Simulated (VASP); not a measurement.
# TiAl3 in VASP: single point with PBE

Aim: the single point of TiAl3 with PBE.

Program: VASP 6.6.1. These are calculated values, not measurements. Logs are shortened: lines on timing, memory, paths and dates and some standing lists are left out, and cuts for length are marked.

## Step 1: The cell of the first run

The cell holds a slab with vacuum, 12 atoms: a = 3.822 Å, b = 3.822 Å, c = 27.702 Å, α = 90.00°, β = 90.00°, γ = 90.00°.

## Step 2: Single point, PBE

The input, INCAR:

```
PREC = Accurate
ENCUT = 520
EDIFF = 1E-6
ISMEAR = 0
SIGMA = 0.1
LREAL = F
LASPH = T
NELM = 60
ALGO = Normal
ISIF = 2
LWAVE = F
LCHARG = F
LDIPOL = T
IDIPOL = 3
DIPOL = 0.5 0.5 0.501
GGA = PE
NBANDS = 44
```

The input, KPOINTS:

```
Automatic mesh
0
Gamma
  19 19 1
```

The input, POSCAR:

```
TiAl3
1.0
    3.8222135400      0.0000000000      0.0000000000
    0.0000000000      3.8222135400      0.0000000000
    0.0000000000      0.0000000000     27.7016721243
Al Ti
9 3
Direct
    0.5000000000      0.0000000000      0.3068406832
    0.0000000000      0.5000000000      0.3068406832
    0.0000000000      0.0000000000      0.3841044120
    0.0000000000      0.5000000000      0.4613681408
    0.5000000000      0.0000000000      0.4613681408
    0.5000000000      0.5000000000      0.5408997036
    0.5000000000      0.0000000000      0.6182840698
    0.0000000000      0.5000000000      0.6182840698
    0.0000000000      0.0000000000      0.6991811940
    0.5000000000      0.5000000000      0.3841044120
    0.0000000000      0.0000000000      0.5387604808
    0.5000000000      0.5000000000      0.6935717868
```

Potentials or basis: VASP PAW PBE potentials, release 64 (Al, Ti_sv).

Launch:

```console
$ cat potpaw_PBE.64/Al/POTCAR potpaw_PBE.64/Ti_sv/POTCAR > POTCAR
$ mpirun -np 1 vasp_std > vasp.out
```

OUTCAR:

```text
PREC = Accurate
   ENCUT = 520
   EDIFF = 1E-6
   ISMEAR = 0
   LREAL = F
   LASPH = T
   NELM = 60
   ISIF = 2
   GGA = PE

 ion  position               nearest neighbor table
   1  0.500  0.000  0.307-   2 2.70   2 2.70   2 2.70   2 2.70  10 2.87  10 2.87   3 2.87   3 2.87

   2  0.000  0.500  0.307-   1 2.70   1 2.70   1 2.70   1 2.70   3 2.87  10 2.87  10 2.87   3 2.87

   3  0.000  0.000  0.384-  10 2.70  10 2.70  10 2.70  10 2.70   1 2.87   2 2.87   4 2.87   2 2.87
                             1 2.87   5 2.87   4 2.87   5 2.87
   4  0.000  0.500  0.461-   5 2.70   5 2.70   5 2.70   5 2.70   3 2.87  10 2.87  10 2.87   3 2.87
                            11 2.87  11 2.87   6 2.92   6 2.92
   5  0.500  0.000  0.461-   4 2.70   4 2.70   4 2.70   4 2.70  10 2.87   3 2.87  10 2.87   3 2.87
                            11 2.87  11 2.87   6 2.92   6 2.92
   6  0.500  0.500  0.541-  11 2.70  11 2.70  11 2.70  11 2.70   8 2.87   8 2.87   7 2.87   7 2.87
                             4 2.92   5 2.92   5 2.92   4 2.92
   7  0.500  0.000  0.618-   8 2.70   8 2.70   8 2.70   8 2.70  12 2.83  12 2.83   6 2.87   6 2.87
                            11 2.92  11 2.92   9 2.95   9 2.95
   8  0.000  0.500  0.618-   7 2.70   7 2.70   7 2.70   7 2.70  12 2.83  12 2.83   6 2.87   6 2.87
                            11 2.92  11 2.92   9 2.95   9 2.95
   9  0.000  0.000  0.699-  12 2.71  12 2.71  12 2.71  12 2.71   8 2.95   7 2.95   7 2.95   8 2.95

  10  0.500  0.500  0.384-   3 2.70   3 2.70   3 2.70   3 2.70   5 2.87   1 2.87   2 2.87   5 2.87
                             2 2.87   1 2.87   4 2.87   4 2.87
  11  0.000  0.000  0.539-   6 2.70   6 2.70   6 2.70   6 2.70   5 2.87   5 2.87   4 2.87   4 2.87
                             7 2.92   8 2.92   7 2.92   8 2.92
  12  0.500  0.500  0.694-   9 2.71   9 2.71   9 2.71   9 2.71   8 2.83   8 2.83   7 2.83   7 2.83

  LATTYP: Found a simple tetragonal cell.
 ALAT       =     3.8222135400
 C/A-ratio  =     7.2475469605

  Lattice vectors:

 A1 = (   3.8222135400,   0.0000000000,   0.0000000000)
 A2 = (   0.0000000000,   3.8222135400,   0.0000000000)
 A3 = (   0.0000000000,   0.0000000000,  27.7016721243)

Analysis of symmetry for initial positions (statically):
=====================================================================
 Subroutine PRICEL returns:
 Original cell was already a primitive cell.

 Routine SETGRP: Setting up the symmetry group for a
 simple tetragonal supercell.

 Subroutine GETGRP returns: Found  8 space group operations
 (whereof  8 operations were pure point group operations)
 out of a pool of 16 trial point group operations.

The static configuration has the point symmetry C_4v.

Analysis of symmetry for dynamics (positions and initial velocities):
=====================================================================
 Subroutine PRICEL returns:
 Original cell was already a primitive cell.

 Routine SETGRP: Setting up the symmetry group for a
 simple tetragonal supercell.

 Subroutine GETGRP returns: Found  8 space group operations
 (whereof  8 operations were pure point group operations)
 out of a pool of 16 trial point group operations.

The dynamic configuration has the point symmetry C_4v.

 Subroutine INISYM returns: Found  8 space group operations
 (whereof  8 operations are pure point group operations),
 and found     1 'primitive' translations

----------------------------------------------------------------------------------------

                                     Primitive cell

  volume of cell :     404.7025

  direct lattice vectors                    reciprocal lattice vectors
     3.822213540  0.000000000  0.000000000     0.261628501  0.000000000  0.000000000
     0.000000000  3.822213540  0.000000000     0.000000000  0.261628501  0.000000000
     0.000000000  0.000000000 27.701672124     0.000000000  0.000000000  0.036098904

  length of vectors
     3.822213540  3.822213540 27.701672124     0.261628501  0.261628501  0.036098904

  position of ions in fractional coordinates (direct lattice)
     0.500000000  0.000000000  0.306840683
     0.000000000  0.500000000  0.306840683
     0.000000000  0.000000000  0.384104412
     0.000000000  0.500000000  0.461368141
     0.500000000  0.000000000  0.461368141
     0.500000000  0.500000000  0.540899704
[... 41 lines left out ...]
     0.000000000  0.000000000  0.000000000

 Subroutine IBZKPT returns following result:
 ===========================================

 Found     55 irreducible k-points:

 Following reciprocal coordinates:
            Coordinates               Weight
  0.000000  0.000000  0.000000      1.000000
  0.052632  0.000000  0.000000      4.000000
  0.105263  0.000000  0.000000      4.000000
  0.157895  0.000000  0.000000      4.000000
  0.210526  0.000000  0.000000      4.000000
  0.263158  0.000000  0.000000      4.000000
[... 16 lines left out ...]
  0.263158  0.105263  0.000000      8.000000
  0.315789  0.105263  0.000000      8.000000
 [... further k-points ...]
   k-points           NKPTS =     55   k-points in BZ     NKDIM =     55   number of bands    NBANDS=     44
   number of dos      NEDOS =    301   number of ions     NIONS =     12
   total plane-waves  NPLWV = 164640
   dimension x,y,z NGX =    28 NGY =   28 NGZ =  210
   dimension x,y,z NGXF=    56 NGYF=   56 NGZF=  420
   ions per type =               9   3
   NGX,Y,Z   is equivalent  to a cutoff of  12.18, 12.18, 12.60 a.u.
   NGXF,Y,Z  is equivalent  to a cutoff of  24.36, 24.36, 25.21 a.u.
 SYSTEM =  unknown system
   PREC   = accura    normal or accurate (medium, high low for compatibility)
   ISTART =      0    job   : 0-new  1-cont  2-samecut
   ICHARG =      2    charge: 1-file 2-atom 10-const
   ISPIN  =      1    spin polarized calculation?
   LNONCOLLINEAR =      F non collinear calculations
   LSORBIT =      F    spin-orbit coupling
   LASPH  =      T    aspherical Exc in radial PAW
   ENCUT  =  520.0 eV  38.22 Ry    6.18 a.u.   7.11  7.11 51.51*2*pi/ulx,y,z
   NELM   =     60;   NELMIN=  2; NELMDL= -5     # of ELM steps
   EDIFF  = 0.1E-05   stopping-criterion for ELM
   LREAL  =      F    real-space projection
   EDIFFG = 0.1E-04   stopping-criterion for IOM
   NSW    =      0    number of steps for IOM
   IBRION =     -1    ionic relax: 0-MD 1-quasi-New 2-CG
   NFREE  =      0    steps in history (QN), initial steepest desc. (CG)
   ISIF   =      2    stress and relaxation
   ISYM   =      2    0-nonsym 1-usesym 2-fastsym
   POTIM  = 0.5000    time-step for ionic-motion
   TEBEG  =    0.0;   TEEND  =   0.0 temperature during run
   PSTRESS=    0.0 pullay stress
   NELECT =      63.0000    total number of electrons
   NUPDOWN=      -1.0000    fix difference up-down
   EMIN   =  10.00;   EMAX   =-10.00  energy-range for DOS
   EFERMI =   0.00;   METHOD = LEGACY
   ISMEAR =     0;   SIGMA  =   0.10  broadening in eV -4-tet -1-fermi 0-gaus
   EFERMI_NEDOS =   21; number of points for ismear=-14 and -15
   IALGO  =     38    algorithm
   IMIX   =      4    mixing-type and parameters
     AMIX     =   0.40;   BMIX     =  1.00
     AMIX_MAG =   1.60;   BMIX_MAG =  1.00
  volume/ion in A,a.u.               =      33.73       227.59
  Fermi-wavevector in a.u.,A,eV,Ry     =   0.880663  1.664212 10.552233  0.775567
  Thomas-Fermi vector in A             =   2.001054
   LORBIT       =      0    0 simple, 1 ext, 2 COOP (PROOUT), +10 PAW based schemes
   GGA     = PE    functional components
   LHFCALC =     F    Hartree Fock is set to
   AEXX    =    0.0000 exact exchange contribution
   IVDW    =     0    specifies the selected vdW correction
   LEPSILON=     F    determine dielectric tensor
   LRPA    =     F    only Hartree local field effects (RPA)
 non-spin polarized calculation
 Gauss-broadening in eV      SIGMA  =   0.10
  energy-cutoff  :      520.00
  volume of cell :      404.70
 maximum number of plane-waves:     10944
   NGX = 15   NGY = 15   NGZ =103

 dipolmoment           0.000000      0.000000     -0.008900 electrons x Angstroem

 number of electron      63.0000023 magnetization

 dipolmoment           0.000000      0.000000      0.005792 electrons x Angstroem

 Free energy of the ion-electron system (eV)
  ---------------------------------------------------
  ext. energy  EPLUGINS =         0.00000000
  ---------------------------------------------------
  free energy    TOTEN  =       -58.65224479 eV

  energy without entropy =      -58.60699030  energy(sigma->0) =      -58.62961754

 E-fermi :   1.7483     XC(G=0):  -5.7547

 val. band max:        1.7443337033   @ k =   0.4737   0.4211   0.0000
 cond. band min:       1.7594704748   @ k =   0.3158   0.3158   0.0000
 fundamental gap:      0.0151367715
 Fermi energy:         1.7482797883

 k-point     1 :       0.0000    0.0000    0.0000
  band No.  band energies     occupation
      1     -54.9933      2.00000
      2     -54.8846      2.00000
      3     -54.8028      2.00000
      4     -31.4019      2.00000
      5     -31.2038      2.00000
      6     -31.2038      2.00000
[... 1093 lines left out ...]
     42       4.6335      0.00000
     43       4.8416      0.00000

 [... further k-points ...]

 [bands above 43 left out]

------------------------ aborting loop because EDIFF is reached ----------------------------------------

 vacuum level on the upper side and lower side of the slab       (xc-potential included)        -0.130        -0.224

  FORCE on cell =-STRESS in cart. coord.  units (eV):
  Direction    XX          YY          ZZ          XY          YZ          ZX
  --------------------------------------------------------------------------------------
  -------------------------------------------------------------------------------------
  Total        0.5748325      0.5748325     -1.1676951      0.0000000      0.0000000      0.0000000
  in kB        2.2757054      2.2757054     -4.6227901      0.0000000      0.0000000      0.0000000
  external PRESSURE =      -0.0237931 kB  Pullay stress =       0.0000000 kB

 VOLUME and BASIS-vectors are now :
 -----------------------------------------------------------------------------
  energy-cutoff  :      520.00
  volume of cell :      404.70
      direct lattice vectors                 reciprocal lattice vectors
     3.822213540  0.000000000  0.000000000     0.261628501  0.000000000  0.000000000
     0.000000000  3.822213540  0.000000000     0.000000000  0.261628501  0.000000000
     0.000000000  0.000000000 27.701672124     0.000000000  0.000000000  0.036098904

 POSITION                                       TOTAL-FORCE (eV/Angst)
 -----------------------------------------------------------------------------------
      1.91111      0.00000      8.50000         0.000000     -0.000000      0.263623
      0.00000      1.91111      8.50000         0.000000     -0.000000      0.263623
      0.00000      0.00000     10.64033         0.000000     -0.000000      0.097299
      0.00000      1.91111     12.78067         0.000000     -0.000000      0.013265
      1.91111      0.00000     12.78067        -0.000000     -0.000000      0.013265
      1.91111      1.91111     14.98383        -0.000000     -0.000000     -0.009661
      1.91111      0.00000     17.12750         0.000000     -0.000000     -0.001117
      0.00000      1.91111     17.12750         0.000000     -0.000000     -0.001117
      0.00000      0.00000     19.36849        -0.000000     -0.000000     -0.020513
      1.91111      1.91111     10.64033         0.000000      0.000000     -0.642103
      0.00000      0.00000     14.92457         0.000000     -0.000000      0.007761
      1.91111      1.91111     19.21310         0.000000     -0.000000      0.015675
 -----------------------------------------------------------------------------------
    total drift:                                0.000000      0.000000      0.002140

  FREE ENERGIE OF THE ION-ELECTRON SYSTEM (eV)
  ---------------------------------------------------
  free  energy   TOTEN  =       -58.6522447898 eV

  energy  without entropy=      -58.6069902985  energy(sigma->0) =      -58.62961754

 vacuum level on the upper side and lower side of the slab         5.923         5.815
```

It took 62 min on 1 thread of Intel Xeon 8259CL, shared host; peak memory 0.9 GiB.

Results:

```yaml
Free_energy: -58.6522 eV
Largest_force: 0.642 eV/Å
Band_gap_on_the_k_mesh: zero (an odd number of electrons rules out a gap without spin polarisation)
```

Forces on the atoms (eV/Å):
```
Al   0.000  0.000  0.264
Al   0.000  0.000  0.264
Al   0.000  0.000  0.097
Al   0.000  0.000  0.013
Al   0.000  0.000  0.013
Al   0.000  0.000 -0.010
Al   0.000  0.000 -0.001
Al   0.000  0.000 -0.001
Al   0.000  0.000 -0.021
Ti   0.000  0.000 -0.642
Ti   0.000  0.000  0.008
Ti   0.000  0.000  0.016
```
